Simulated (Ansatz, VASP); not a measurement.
# Ce in VASP and in Ansatz

File POSCAR:

```
Ce
1.0
    0.0000000000      2.3390384114      2.3390384114
    2.3390384114      0.0000000000      2.3390384114
    2.3390384114      2.3390384114      0.0000000000
Ce
1
Direct
    0.0000000000      0.0000000000      0.0000000000
```

The input INCAR.step1:

```
SYSTEM = Ce
ALGO = Normal ; EDIFF = 1E-4
ENCUT = 520 ; GGA = PE
ISMEAR = -1 ; LASPH = .TRUE.
LCHARG = .FALSE. ; LREAL = .FALSE.
LWAVE = .TRUE. ; NBANDS = 12
NELM = 80 ; PREC = Accurate
SIGMA = 1.0
```

File INCAR.step2:

```
SYSTEM = Ce
ALGO = Normal ; EDIFF = 1E-6
ENCUT = 520 ; ISIF = 2
ISMEAR = -1 ; ISTART = 1
LASPH = .TRUE. ; LCHARG = .TRUE.
LELF = .TRUE. ; LMIXTAU = .TRUE.
LREAL = .FALSE. ; LVHAR = .TRUE.
LWAVE = .FALSE. ; METAGGA = R2SCAN
NBANDS = 12 ; NELM = 80
PREC = Accurate ; SIGMA = 1.0
```

The input KPOINTS:

```
k-points
0
G
  12 12 12
  0 0 0
```

Input for Ansatz:

```yaml
crystal:
  lattice:
    - [0.0, 2.3390384114, 2.3390384114]
    - [2.3390384114, 0.0, 2.3390384114]
    - [2.3390384114, 2.3390384114, 0.0]
  atoms:
    - { symbol: Ce, position: [0.0, 0.0, 0.0] }
hamiltonian:
  xc: r2scan
  pseudopotentials:
    kind: paw
    azcp:
      Ce: "pseudopotentials/Ce.paw.azcp"
basis:
  ecutwfc: 500
  fft_grid_basis: typed
kpoints:
  mp_grid: { grid: [12, 12, 12], shift: [0, 0, 0] }
magnetization:
  spin_polarized: false
scf:
  occupations: { method: fermi_dirac, width: 1.0 }
  lower_state_search: "off"
output:
  stress: true
```

Alike in both runs: task single point; functional r2SCAN; k mesh 12 × 12 × 12; occupations fermi-dirac, width 1 eV; no spin polarisation.

|  | VASP | Ansatz |
| --- | --- | --- |
| version | VASP 6.6.1 | Ansatz 0.2.0 |
| potentials or method | VASP PAW PBE potentials, release 64 (Ce), cutoff 520 eV | plane waves (500 eV) with PAW, scalar-relativistic |
| valence electrons in the cell | 12 | 12 |

|  | VASP | Ansatz | Ansatz less VASP |
| --- | --- | --- | --- |
| pressure (GPa) | 16.3 | 19.1 | +2.71 |

VASP's potentials were made for PBE, not for r2SCAN.

Neither program's run includes spin-orbit coupling.
